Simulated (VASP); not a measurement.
# SbAs2 in VASP: notebook, part 2 of 2

VASP 6.6.1. Earlier steps stand in the parts before.

## 4. Single point, PBE

This run uses another cell than the first one.

Contents of INCAR:

```
  PREC = Accurate
  ENCUT = 520
  EDIFF = 1E-7
  ISMEAR = 0
  SIGMA = 0.1
  LREAL = F
  LASPH = T
  NELM = 80
  ALGO = Normal
  ISIF = 2
  LWAVE = F
  LCHARG = F
  LDIPOL = T
  IDIPOL = 3
  DIPOL = 0.5 0.5 0.274
  GGA = PE
  NBANDS = 14
```

Contents of KPOINTS:

```
Automatic mesh
0
Gamma
  6 6 1
```

Contents of POSCAR:

```
SbAs2
1.0
    3.7444060557      0.0000000000      0.0000000000
    0.0000000000      3.7444060557      0.0000000000
    0.0000000000      0.0000000000     31.0010687500
Sb As
1 2
Direct
    0.0000000000      0.0000000000      0.2741840957
    0.0000000000      0.5000000000      0.2160151757
    0.5000000000      0.0000000000      0.3323530156
```

The run is started by

```bash
cat potpaw_PBE.64/Sb/POTCAR potpaw_PBE.64/As/POTCAR > POTCAR
mpirun -np 1 vasp_std > vasp.out
```

Wall time 49 s (1 thread of Intel Xeon 6975P-C (Granite Rapids), shared host); peak memory 0.47 GiB.

The run converged. Its results:

```yaml
Free_energy: -12.1251 eV
Largest_force: 0.013 eV/Å
Band_gap_on_the_k_mesh: zero (an odd number of electrons rules out a gap without spin polarisation)
```

Forces on the atoms (eV/Å):
```
Sb   0.000  0.000  0.000
As   0.000  0.000 -0.013
As   0.000  0.000  0.013
```

Levels at points of the mesh, in eV from the Fermi level:
```
           k point  band 3  band 4  band 5  band 6  band 7  band 8  band 9  band 10  band 11  band 12
(0.00, 0.00, 0.00)   -6.95   -2.23   -2.05   -2.05    0.51    0.51    0.87     1.47     3.94     4.14
(0.50, 0.00, 0.00)   -8.26   -4.36   -3.34   -1.75   -1.39    0.96    1.11     2.82     3.03     3.56
(0.50, 0.50, 0.00)   -9.61   -4.71   -3.17   -3.17   -2.18   -1.43    0.48     1.99     1.99     4.76
```

Caveat: spin-orbit coupling is left out, which moves the levels of the heavy elements; an odd number of electrons without spin polarisation forces a metal; a magnetic or distorted state may lie lower.

## 5. Single point, PBE

This run uses another cell than the first one.

Contents of INCAR:

```
SYSTEM = SbAs2
ALGO = Normal ; DIPOL = 0.5 0.5 0.274
EDIFF = 1E-7 ; ENCUT = 520
GGA = PE ; IDIPOL = 3
ISIF = 2 ; ISMEAR = 0
LASPH = .TRUE. ; LCHARG = .FALSE.
LDIPOL = .TRUE. ; LREAL = .FALSE.
LWAVE = .FALSE. ; NBANDS = 14
NELM = 60 ; PREC = Accurate
SIGMA = 0.1
```

Contents of KPOINTS:

```
k-points
0
G
  12 12 1
  0 0 0
```

Contents of POSCAR:

```
SbAs2
1.0
    3.7444388922      0.0000000000      0.0000000000
    0.0000000000      3.7444388922      0.0000000000
    0.0000000000      0.0000000000     31.0010687500
Sb As
1 2
Direct
    0.0000000000      0.0000000000      0.2741840957
    0.0000000000      0.5000000000      0.2161073900
    0.5000000000      0.0000000000      0.3322608013
```

Potentials or basis: VASP PAW PBE potentials, release 64 (Sb, As).

The run is started by

```bash
cat potpaw_PBE.64/Sb/POTCAR potpaw_PBE.64/As/POTCAR > POTCAR
mpirun -np 1 vasp_std > vasp.out
```

OUTCAR:

```text
SYSTEM = SbAs2
   EDIFF = 1E-7
   ENCUT = 520
   GGA = PE
   ISIF = 2
   ISMEAR = 0
   LASPH = .TRUE.
   LREAL = .FALSE.
   NELM = 60
   PREC = Accurate

 ion  position               nearest neighbor table
   1  0.000  0.000  0.274-   3 2.60   3 2.60   2 2.60   2 2.60
   2  0.000  0.500  0.216-   1 2.60   1 2.60
   3  0.500  0.000  0.332-   1 2.60   1 2.60

  LATTYP: Found a simple tetragonal cell.
 ALAT       =     3.7444388922
 C/A-ratio  =     8.2792294500

  Lattice vectors:

 A1 = (   3.7444388922,   0.0000000000,   0.0000000000)
 A2 = (   0.0000000000,   3.7444388922,   0.0000000000)
 A3 = (   0.0000000000,   0.0000000000,  31.0010687500)

Analysis of symmetry for initial positions (statically):
=====================================================================
 Subroutine PRICEL returns:
 Original cell was already a primitive cell.

 Routine SETGRP: Setting up the symmetry group for a
 simple tetragonal supercell.

 Subroutine GETGRP returns: Found  8 space group operations
 (whereof  4 operations were pure point group operations)
 out of a pool of 16 trial point group operations.

The static configuration has the point symmetry C_2v.
 The point group associated with its full space group is D_2d.

Analysis of symmetry for dynamics (positions and initial velocities):
=====================================================================
 Subroutine PRICEL returns:
 Original cell was already a primitive cell.

 Routine SETGRP: Setting up the symmetry group for a
 simple tetragonal supercell.

 Subroutine GETGRP returns: Found  8 space group operations
 (whereof  4 operations were pure point group operations)
 out of a pool of 16 trial point group operations.

The dynamic configuration has the point symmetry C_2v.
 The point group associated with its full space group is D_2d.

 Subroutine INISYM returns: Found  8 space group operations
 (whereof  4 operations are pure point group operations),
 and found     1 'primitive' translations

[... 140 lines left out ...]

 Free energy of the ion-electron system (eV)
  ---------------------------------------------------
  ext. energy  EPLUGINS =         0.00000000
  ---------------------------------------------------
  free energy    TOTEN  =       -12.15937512 eV

  energy without entropy =      -12.15138979  energy(sigma->0) =      -12.15538245

 E-fermi :  -2.6463     XC(G=0):  -2.1862

 val. band max:       -2.6534357082   @ k =   0.0833   0.0000   0.0000
 cond. band min:      -2.6189164694   @ k =   0.5000   0.1667   0.0000
 fundamental gap:      0.0345192388
 Fermi energy:        -2.6462668612

 k-point     1 :       0.0000    0.0000    0.0000
  band No.  band energies     occupation
      1     -16.0735      2.00000
      2     -13.9483      2.00000
      3      -9.7072      2.00000
      4      -4.9918      2.00000
      5      -4.8384      2.00000
      6      -4.8384      2.00000
      7      -2.2545      0.00000
      8      -2.2545      0.00000
      9      -1.9000      0.00000
     10      -1.3096      0.00000
     11       1.1690      0.00000
     12       1.3776      0.00000
     13       1.4368      0.00000
     14       1.4368      0.00000
[... 377 lines left out ...]
      1     -14.0653      2.00000
      2     -13.1312      2.00000
      3     -11.3373      2.00000
      4      -7.3423      2.00000
      5      -6.2761      2.00000
      6      -5.7148      2.00000
      7      -4.5134      2.00000
      8      -3.8204      2.00000
      9      -2.0233      0.00000
     10      -0.5932      0.00000
     11      -0.3037      0.00000
     12       2.1180      0.00000
     13       2.1938      0.00000
     14       3.7523      0.00000

 [... further k-points ...]

------------------------ aborting loop because EDIFF is reached ----------------------------------------

 vacuum level on the upper side and lower side of the slab       (xc-potential included)        -0.006        -0.007

  FORCE on cell =-STRESS in cart. coord.  units (eV):
  Direction    XX          YY          ZZ          XY          YZ          ZX
  --------------------------------------------------------------------------------------
  -------------------------------------------------------------------------------------
  Total        0.0519149      0.0519149      0.1640013      0.0000000      0.0000000      0.0000000
  in kB        0.1913604      0.1913604      0.6045157      0.0000000      0.0000000      0.0000000
  external PRESSURE =       0.3290789 kB  Pullay stress =       0.0000000 kB

 VOLUME and BASIS-vectors are now :
 -----------------------------------------------------------------------------
  energy-cutoff  :      520.00
  volume of cell :      434.66
      direct lattice vectors                 reciprocal lattice vectors
     3.744438892  0.000000000  0.000000000     0.267062711  0.000000000  0.000000000
     0.000000000  3.744438892  0.000000000     0.000000000  0.267062711  0.000000000
     0.000000000  0.000000000 31.001068750     0.000000000  0.000000000  0.032256952

 POSITION                                       TOTAL-FORCE (eV/Angst)
 -----------------------------------------------------------------------------------
      0.00000      0.00000      8.50000         0.000000      0.000000      0.000000
      0.00000      1.87222      6.69956         0.000000      0.000000     -0.046152
      1.87222      0.00000     10.30044         0.000000      0.000000      0.046152
 -----------------------------------------------------------------------------------
    total drift:                                0.000000      0.000000      0.000032

  FREE ENERGIE OF THE ION-ELECTRON SYSTEM (eV)
  ---------------------------------------------------
  free  energy   TOTEN  =       -12.1593751201 eV

  energy  without entropy=      -12.1513897873  energy(sigma->0) =      -12.15538245

 vacuum level on the upper side and lower side of the slab         1.734         1.734
```

Run time: 2.1 min. Hardware: 1 thread of Intel Xeon 6975P-C (Granite Rapids), shared host; peak memory 0.56 GiB.

What came out:

| Item | Value |
| --- | --- |
| Free energy | -12.1594 eV |
| Largest force | 0.046 eV/Å |
| Band gap on the k mesh | zero (an odd number of electrons rules out a gap without spin polarisation) |

Forces on the atoms (eV/Å):
```
Sb   0.000  0.000  0.000
As   0.000  0.000 -0.046
As   0.000  0.000  0.046
```

Caveat: spin-orbit coupling is left out, which moves the levels of the heavy elements; an odd number of electrons without spin polarisation forces a metal; a magnetic or distorted state may lie lower.

## 6. Summary

```csv
cell,k mesh,gap on the mesh (eV),largest force (eV/Å)
"a = 3.731, b = 3.731, c = 28.857 Å, 3 atoms, atomic positions A",4 × 4 × 1,none,0.07
"a = 3.731, b = 3.731, c = 28.857 Å, 3 atoms, atomic positions A",6 × 6 × 1,none,0.08
"a = 3.744, b = 3.744, c = 31.001 Å, 3 atoms, atomic positions B",6 × 6 × 1,none,0.01
"a = 3.744, b = 3.744, c = 31.001 Å, 3 atoms, atomic positions C",12 × 12 × 1,none,0.05
```

Alike in all rows: task single point; level PBE; potentials or basis VASP PAW PBE potentials, release 64 (Sb, As); no spin polarisation; cutoff (eV) 520; smearing gaussian 0.1 eV.

Caveats: some runs use coarse meshes; spin-orbit coupling is left out, which moves the levels of the heavy elements; an odd number of electrons without spin polarisation forces a metal; a magnetic or distorted state may lie lower.

Absolute energies hang on the potentials; compare differences alone.

The gap in the log of VASP goes by the Fermi energy; the results here count the filled bands.